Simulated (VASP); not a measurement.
Here is a VASP 6.6.1 calculation.

The input INCAR:

```
SYSTEM = Si4IrPd
ALGO     = Normal         ! electronic algorithm
EDIFF    = 1E-6           ! SCF threshold, eV
ENCUT    = 500            ! plane-wave cutoff, eV
GGA      = PE             ! functional
GGA_COMPAT= .FALSE.      
ISIF     = 2              ! what is computed and relaxed
ISMEAR   = 0              ! smearing method
LASPH    = .TRUE.         ! aspherical terms in the spheres
LCHARG   = .FALSE.        ! write CHGCAR
LREAL    = .FALSE.        ! projectors in reciprocal space
LWAVE    = .FALSE.        ! write WAVECAR
NBANDS   = 26             ! bands
NELM     = 120            ! most SCF steps
PREC     = Accurate       ! precision mode
SIGMA    = 0.2            ! smearing width, eV
```

Contents of KPOINTS:

```
k-points
0
G
  6 6 2
  0 0 0
```

Contents of POSCAR:

```
Si4IrPd
1.0
    2.9536355096      0.0000000000      0.0000000000
    0.0000000000      2.9536355096      0.0000000000
    0.0000000000      0.0000000000     10.7870984463
Si Pd Ir
4 1 1
Direct
    0.5000000000      0.5000000000      0.8638222144
    0.5000000000      0.5000000000      0.6453547727
    0.5000000000      0.5000000000      0.1361777856
    0.5000000000      0.5000000000      0.3546452273
    0.0000000000      0.0000000000      0.5000000000
    0.0000000000      0.0000000000      0.0000000000
```

Potentials or basis: VASP PAW PBE potentials, release 64 (Si, Pd, Ir).

The run is started by

```sh
$ cat potpaw_PBE.64/Si/POTCAR potpaw_PBE.64/Pd/POTCAR potpaw_PBE.64/Ir/POTCAR > POTCAR
$ mpirun -np 1 vasp_std > vasp.out
```

Q: Predict the largest force.

A: 0.026 eV/Å.

Q: Predict the pressure.

A: 0.1 GPa.

Q: Predict the band gap on the k mesh.

A: Zero (an odd number of electrons rules out a gap without spin polarisation).

Forces in eV/Å, atoms in the order of the input:
```
Si   0.000  0.000 -0.026
Si   0.000  0.000  0.013
Si   0.000  0.000  0.026
Si   0.000  0.000 -0.013
Pd   0.000  0.000  0.000
Ir   0.000  0.000  0.000
```

Caveat: spin-orbit coupling is left out, which moves the levels of the heavy elements.
